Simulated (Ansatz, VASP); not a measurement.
CdI2 in VASP and in Ansatz

```xyz
3
Lattice="4.1167 0.0000 0.0000 -2.0583 3.5651 0.0000 0.0000 0.0000 6.8590" Properties=species:S:1:pos:R:3 pbc="T T T"
Cd    0.0000    0.0000    0.0000
I     0.0000    2.3768    1.7093
I     2.0583    1.1884    5.1497
```

Alike in both runs: task single point; functional PBE; k mesh 6 × 6 × 4; occupations fermi-dirac, width 0.05 eV; no spin polarisation.

|  | VASP | Ansatz |
| --- | --- | --- |
| version | VASP 6.6.1 | Ansatz 0.2.0 |
| potentials or method | VASP PAW PBE potentials, release 64 (Cd, I), cutoff 500 eV | plane waves, PAW |
| valence electrons in the cell | 26 | 54 |

|  | VASP | Ansatz | Ansatz less VASP |
| --- | --- | --- | --- |
| pressure (GPa) | 4.7 | 4.5 | -0.17 |
| traceless stress, the component that is largest in VASP (GPa) | -0.60 | -0.59 | +0.006 |

VASP's potentials hold 26 valence electrons a cell and Ansatz's 54, so a difference there can come from the potentials and not from the codes. Ansatz's warnings: structure snapped to symmetry.

Spin-orbit coupling is off throughout.
